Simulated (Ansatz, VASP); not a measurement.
# P: VASP beside Ansatz

```
P
1.0
     4.64765    0.00000    0.00000
    -2.32382    4.02498    0.00000
     0.00000    0.00000    2.59537
P
3
Direct
  0.00000 0.00000 0.00000
  0.33333 0.66667 0.50000
  0.66667 0.33333 0.50000
```

Alike in both runs: task single point; functional r2SCAN; k mesh 9 × 9 × 14; occupations fermi-dirac, width 0.1 eV; no spin polarisation.

```csv
,VASP,Ansatz
version,VASP 6.6.1,Ansatz 0.2.0
potentials or method,"VASP PAW PBE potentials, release 64 (P), cutoff 550 eV","plane waves (500 eV) with PAW, scalar-relativistic"
valence electrons in the cell,15,15
```

Ansatz gave:

```
pressure (GPa)                                                : -8.6
traceless stress, the component that is largest in VASP (GPa) : -3.03
```

Question: Which values does VASP return?

Answer: Pressure (GPa): -8.7; traceless stress, the component that is largest in VASP (GPa): -3.03.

VASP's potentials were made for PBE, not for r2SCAN.
